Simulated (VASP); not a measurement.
# BAs (F-43m) in VASP: notebook

The runs below take BAs through single point, with PBEsol+D3(BJ), PBEsol.

Program: VASP 6.6.1. These are calculated values, not measurements. Logs are shortened: lines on timing, memory, paths and dates and some standing lists are left out, and cuts for length are marked.

### Step 1. The cell of the first run

The structure is cubic, space group F-43m (No. 216). Conventional cell: a = 4.784 Å, b = 4.784 Å, c = 4.784 Å, α = 90.00°, β = 90.00°, γ = 90.00°. Within 2.7 Å of B (site symmetry -43m) lie 4 As at 2.07 Å. Within 2.7 Å of As (site symmetry -43m) lie 4 B at 2.07 Å.

### Step 2. Single point, PBEsol+D3(BJ)

INCAR reads:

```
PREC     = Accurate       # precision mode
ENCUT    = 500            # plane-wave cutoff, eV
EDIFF    = 1E-6           # SCF threshold, eV
ISMEAR   = 0              # smearing method
SIGMA    = 0.01           # smearing width, eV
LREAL    = F              # projectors in reciprocal space
LASPH    = T              # aspherical terms in the spheres
NELM     = 120            # most SCF steps
ALGO     = Normal         # electronic algorithm
ISIF     = 2              # what is computed and relaxed
LWAVE    = F              # write WAVECAR
LCHARG   = T              # write CHGCAR
GGA      = PS             # functional
IVDW     = 12             # dispersion correction
LELF     = T              # ELF
LVHAR    = T            
NBANDS   = 11             # bands
GGA_COMPAT= F
```

KPOINTS reads:

```
regular mesh
0
Gamma
  6 6 6
```

POSCAR reads:

```
BAs
1.0
    0.0000000000      2.3918676038      2.3918676038
    2.3918676038      0.0000000000      2.3918676038
    2.3918676038      2.3918676038      0.0000000000
B As
1 1
Direct
    0.0000000000      0.0000000000      0.0000000000
    0.2500000000      0.2500000000      0.2500000000
```

Potentials or basis: VASP PAW PBE potentials, release 64 (B, As).

On the command line:

```bash
> cat potpaw_PBE.64/B/POTCAR potpaw_PBE.64/As/POTCAR > POTCAR
> mpirun -np 1 vasp_std > vasp.out
```

OUTCAR:

```text
PREC = Accurate
   ENCUT = 500
   EDIFF = 1E-6
   ISMEAR = 0
   LREAL = F
   LASPH = T
   NELM = 120
   ISIF = 2
   GGA = PS
   IVDW = 12
 IVDW          = 12

 ion  position               nearest neighbor table
   1  0.000  0.000  0.000-   2 2.07   2 2.07   2 2.07   2 2.07
   2  0.250  0.250  0.250-   1 2.07   1 2.07   1 2.07   1 2.07

  LATTYP: Found a face centered cubic cell.
 ALAT       =     4.7837352076

  Lattice vectors:

 A1 = (   0.0000000000,   2.3918676038,   2.3918676038)
 A2 = (   2.3918676038,   0.0000000000,   2.3918676038)
 A3 = (   2.3918676038,   2.3918676038,   0.0000000000)

Analysis of symmetry for initial positions (statically):
=====================================================================
 Subroutine PRICEL returns:
 Original cell was already a primitive cell.

 Routine SETGRP: Setting up the symmetry group for a
 face centered cubic supercell.

 Subroutine GETGRP returns: Found 24 space group operations
 (whereof 24 operations were pure point group operations)
 out of a pool of 48 trial point group operations.

The static configuration has the point symmetry T_d .

Analysis of symmetry for dynamics (positions and initial velocities):
=====================================================================
 Subroutine PRICEL returns:
 Original cell was already a primitive cell.

 Routine SETGRP: Setting up the symmetry group for a
 face centered cubic supercell.

 Subroutine GETGRP returns: Found 24 space group operations
 (whereof 24 operations were pure point group operations)
 out of a pool of 48 trial point group operations.

The dynamic configuration has the point symmetry T_d .

 Subroutine INISYM returns: Found 24 space group operations
 (whereof 24 operations are pure point group operations),
 and found     1 'primitive' translations

----------------------------------------------------------------------------------------

                                     Primitive cell

  volume of cell :      27.3679

  direct lattice vectors                    reciprocal lattice vectors
     0.000000000  2.391867604  2.391867604    -0.209041671  0.209041671  0.209041671
     2.391867604  0.000000000  2.391867604     0.209041671 -0.209041671  0.209041671
     2.391867604  2.391867604  0.000000000     0.209041671  0.209041671 -0.209041671

  length of vectors
     3.382611605  3.382611605  3.382611605     0.362070795  0.362070795  0.362070795

  position of ions in fractional coordinates (direct lattice)
     0.000000000  0.000000000  0.000000000
     0.250000000  0.250000000  0.250000000

  ion indices of the primitive-cell ions
   primitive index   ion index
                 1           1
                 2           2

----------------------------------------------------------------------------------------

 KPOINTS: regular mesh

Automatic generation of k-mesh.
 Grid dimensions read from file:
 generate k-points for:    6    6    6

 Generating k-lattice:

  Cartesian coordinates                     Fractional coordinates (reciprocal lattice)
    -0.034840278  0.034840278  0.034840278     0.166666667  0.000000000  0.000000000
     0.034840278 -0.034840278  0.034840278     0.000000000  0.166666667  0.000000000
     0.034840278  0.034840278 -0.034840278     0.000000000  0.000000000  0.166666667

  Length of vectors
     0.060345132  0.060345132  0.060345132

  Shift w.r.t. Gamma in fractional coordinates (k-lattice)
     0.000000000  0.000000000  0.000000000

 Subroutine IBZKPT returns following result:
 ===========================================

 Found     16 irreducible k-points:

 Following reciprocal coordinates:
            Coordinates               Weight
  0.000000  0.000000  0.000000      1.000000
  0.166667  0.000000  0.000000      8.000000
  0.333333  0.000000  0.000000      8.000000
  0.500000  0.000000  0.000000      4.000000
  0.166667  0.166667  0.000000      6.000000
  0.333333  0.166667  0.000000     24.000000
[... 8 lines left out ...]
 -0.333333  0.333333  0.166667     24.000000
 -0.333333  0.500000  0.166667     12.000000
   k-points           NKPTS =     16   k-points in BZ     NKDIM =     16   number of bands    NBANDS=     11
   number of dos      NEDOS =    301   number of ions     NIONS =      2
   total plane-waves  NPLWV =  21952
   dimension x,y,z NGX =    28 NGY =   28 NGZ =   28
   dimension x,y,z NGXF=    56 NGYF=   56 NGZF=   56
   ions per type =               1   1
   NGX,Y,Z   is equivalent  to a cutoff of  13.76, 13.76, 13.76 a.u.
   NGXF,Y,Z  is equivalent  to a cutoff of  27.52, 27.52, 27.52 a.u.
 SYSTEM =  unknown system
   PREC   = accura    normal or accurate (medium, high low for compatibility)
   ISTART =      0    job   : 0-new  1-cont  2-samecut
   ICHARG =      2    charge: 1-file 2-atom 10-const
   ISPIN  =      1    spin polarized calculation?
   LNONCOLLINEAR =      F non collinear calculations
   LSORBIT =      F    spin-orbit coupling
   LASPH  =      T    aspherical Exc in radial PAW
   ENCUT  =  500.0 eV  36.75 Ry    6.06 a.u.   6.17  6.17  6.17*2*pi/ulx,y,z
   NELM   =    120;   NELMIN=  2; NELMDL= -5     # of ELM steps
   EDIFF  = 0.1E-05   stopping-criterion for ELM
   LREAL  =      F    real-space projection
   EDIFFG = 0.1E-04   stopping-criterion for IOM
   NSW    =      0    number of steps for IOM
   IBRION =     -1    ionic relax: 0-MD 1-quasi-New 2-CG
   NFREE  =      0    steps in history (QN), initial steepest desc. (CG)
   ISIF   =      2    stress and relaxation
   ISYM   =      2    0-nonsym 1-usesym 2-fastsym
   POTIM  = 0.5000    time-step for ionic-motion
   TEBEG  =    0.0;   TEEND  =   0.0 temperature during run
   PSTRESS=    0.0 pullay stress
   NELECT =       8.0000    total number of electrons
   NUPDOWN=      -1.0000    fix difference up-down
   EMIN   =  10.00;   EMAX   =-10.00  energy-range for DOS
   EFERMI =   0.00;   METHOD = LEGACY
   ISMEAR =     0;   SIGMA  =   0.01  broadening in eV -4-tet -1-fermi 0-gaus
   EFERMI_NEDOS =   21; number of points for ismear=-14 and -15
   IALGO  =     38    algorithm
   IMIX   =      4    mixing-type and parameters
     AMIX     =   0.40;   BMIX     =  1.00
     AMIX_MAG =   1.60;   BMIX_MAG =  1.00
  volume/ion in A,a.u.               =      13.68        92.34
  Fermi-wavevector in a.u.,A,eV,Ry     =   1.086487  2.053162 16.061039  1.180453
  Thomas-Fermi vector in A             =   2.222624
   LORBIT       =      0    0 simple, 1 ext, 2 COOP (PROOUT), +10 PAW based schemes
   GGA     = PS    functional components
   LHFCALC =     F    Hartree Fock is set to
   AEXX    =    0.0000 exact exchange contribution
   IVDW    =    12    specifies the selected vdW correction
   LEPSILON=     F    determine dielectric tensor
   LRPA    =     F    only Hartree local field effects (RPA)
 non-spin polarized calculation
 Gauss-broadening in eV      SIGMA  =   0.01
  energy-cutoff  :      500.00
  volume of cell :       27.37
 maximum number of plane-waves:       725
 NGX is ok and might be reduce to    28
   NGX = 13   NGY = 13   NGZ = 13

 number of electron       8.0000000 magnetization

 Free energy of the ion-electron system (eV)
  ---------------------------------------------------
  ext. energy  EPLUGINS =         0.00000000
  ---------------------------------------------------
  free energy    TOTEN  =       -12.18382252 eV

  energy without entropy =      -12.18382252  energy(sigma->0) =      -12.18382252

 E-fermi :   6.0896     XC(G=0): -10.7104

 val. band max:        6.0039043381   @ k =   0.0000   0.0000   0.0000
 cond. band min:       7.1872833892   @ k =   0.3333   0.3333   0.0000
 fundamental gap:      1.1833790511
 Fermi energy:         6.0895921547

 k-point     1 :       0.0000    0.0000    0.0000
  band No.  band energies     occupation
      1      -9.3967      2.00000
      2       6.0039      2.00000
      3       6.0039      2.00000
      4       6.0039      2.00000
      5       9.2357      0.00000
      6       9.2357      0.00000
      7       9.2357      0.00000
      8      10.6322      0.00000
      9      15.3268      0.00000
     10      18.9131      0.00000
     11      18.9131      0.00000

 k-point     2 :       0.1667    0.0000    0.0000
  band No.  band energies     occupation
      1      -8.9445      2.00000
      2       3.0334      2.00000
      3       5.3193      2.00000
      4       5.3193      2.00000
      5       9.2445      0.00000
      6      10.1241      0.00000
      7      10.1241      0.00000
      8      12.5926      0.00000
      9      16.7672      0.00000
     10      17.2007      0.00000
     11      17.2007      0.00000

 k-point     3 :       0.3333    0.0000    0.0000
  band No.  band energies     occupation
      1      -7.6798      2.00000
      2      -0.7523      2.00000
      3       4.4858      2.00000
      4       4.4858      2.00000
      5       8.8026      0.00000
      6      10.7777      0.00000
      7      10.7777      0.00000
      8      14.5643      0.00000
      9      17.2821      0.00000
     10      17.9351      0.00000
     11      17.9351      0.00000

 k-point     4 :       0.5000    0.0000    0.0000
  band No.  band energies     occupation
      1      -6.5270      2.00000
      2      -2.8002      2.00000
      3       4.1811      2.00000
      4       4.1811      2.00000
      5       8.6318      0.00000
      6      10.7221      0.00000
      7      10.7221      0.00000
      8      14.6986      0.00000
      9      18.5265      0.00000
     10      20.4675      0.00000
     11      20.4675      0.00000

 k-point     5 :       0.1667    0.1667    0.0000
  band No.  band energies     occupation
      1      -8.7921      2.00000
      2       3.7179      2.00000
      3       4.2833      2.00000
      4       4.2833      2.00000
      5       8.1784      0.00000
      6      11.5710      0.00000
      7      11.5982      0.00000
      8      11.5982      0.00000
      9      15.5780      0.00000
     10      17.5447      0.00000
     11      19.5758      0.00000
[... 99 lines left out ...]
 k-point    13 :       0.5000    0.5000    0.0000
  band No.  band energies     occupation
      1      -5.2239      2.00000
      2      -2.5066      2.00000
      3       1.9142      2.00000
      4       1.9142      2.00000
      5       7.3168      0.00000
      6       7.3438      0.00000
      7      17.3075      0.00000
      8      17.3075      0.00000
      9      18.7436      0.00000
     10      23.1042      0.00000
     11      23.6995      0.00000

 k-point    14 :       0.5000    0.3333    0.1667
  band No.  band energies     occupation
      1      -6.6015      2.00000
      2      -0.7456      2.00000
      3       1.1040      2.00000
      4       2.7712      2.00000
      5       9.7128      0.00000
      6      11.0971      0.00000
      7      11.7930      0.00000
      8      14.9887      0.00000
      9      17.3465      0.00000
     10      19.6089      0.00000
     11      21.9345      0.00000

 k-point    15 :      -0.3333    0.3333    0.1667
  band No.  band energies     occupation
      1      -5.5771      2.00000
      2      -2.0362      2.00000
      3       0.5632      2.00000
      4       2.1177      2.00000
      5      10.2558      0.00000
      6      11.1586      0.00000
      7      13.3911      0.00000
      8      14.8055      0.00000
      9      16.1529      0.00000
     10      20.3602      0.00000
     11      22.1339      0.00000

 k-point    16 :      -0.3333    0.5000    0.1667
  band No.  band energies     occupation
      1      -5.1034      2.00000
      2      -2.1757      2.00000
      3       0.8211      2.00000
      4       1.0151      2.00000
      5       9.6980      0.00000
      6       9.8898      0.00000
      7      14.5872      0.00000
      8      14.7944      0.00000
      9      18.2242      0.00000
     10      21.5342      0.00000
     11      21.7268      0.00000

------------------------ aborting loop because EDIFF is reached ----------------------------------------

 Edisp (eV)   -0.54550

 E8    (eV) :    -0.3356

  FORCE on cell =-STRESS in cart. coord.  units (eV):
  Direction    XX          YY          ZZ          XY          YZ          ZX
  --------------------------------------------------------------------------------------
  -------------------------------------------------------------------------------------
  Total      -0.63050    -0.63050    -0.63050    -0.00000     0.00000     0.00000
  in kB     -36.91078   -36.91078   -36.91078    -0.00000     0.00000     0.00000
  external pressure =      -36.91 kB  Pullay stress =        0.00 kB

 VOLUME and BASIS-vectors are now :
 -----------------------------------------------------------------------------
  energy-cutoff  :      500.00
  volume of cell :       27.37
      direct lattice vectors                 reciprocal lattice vectors
     0.000000000  2.391867604  2.391867604    -0.209041671  0.209041671  0.209041671
     2.391867604  0.000000000  2.391867604     0.209041671 -0.209041671  0.209041671
     2.391867604  2.391867604  0.000000000     0.209041671  0.209041671 -0.209041671

 POSITION                                       TOTAL-FORCE (eV/Angst)
 -----------------------------------------------------------------------------------
      0.00000      0.00000      0.00000        -0.000000     -0.000000     -0.000000
      1.19593      1.19593      1.19593         0.000000      0.000000      0.000000
 -----------------------------------------------------------------------------------
    total drift:                               -0.000000     -0.000000     -0.000000

  FREE ENERGIE OF THE ION-ELECTRON SYSTEM (eV)
  ---------------------------------------------------
  free  energy   TOTEN  =       -12.7293269731 eV

  energy  without entropy=      -12.7293269731  energy(sigma->0) =      -12.72932697
```

Wall time 5.8 s (1 thread of Intel Xeon 6975P-C, shared host); peak memory 0.16 GiB.

What came out:

```
Free energy                : -12.7293 eV
Pressure                   : -3.7 GPa
Band gap on the k mesh     : 1.18 eV, indirect (least direct gap 3.23 eV)
Dispersion energy per atom : -0.273 eV
```

Levels at points of the mesh, in eV from the valence-band top:
```
           k point  band 1  band 2  band 3  band 4  band 5  band 6  band 7  band 8
(0.00, 0.00, 0.00)  -15.40    0.00    0.00    0.00    3.23    3.23    3.23    4.63
(0.50, 0.00, 0.00)  -12.53   -8.80   -1.82   -1.82    2.63    4.72    4.72    8.69
(0.50, 0.50, 0.00)  -11.23   -8.51   -4.09   -4.09    1.31    1.34   11.30   11.30
```

Caveat: the PAW data sets were made with another functional, which shifts forces and pressure a little. As with any semilocal functional, this PBEsol gap is likely too small.

(Part 1 of 2 ends here.)
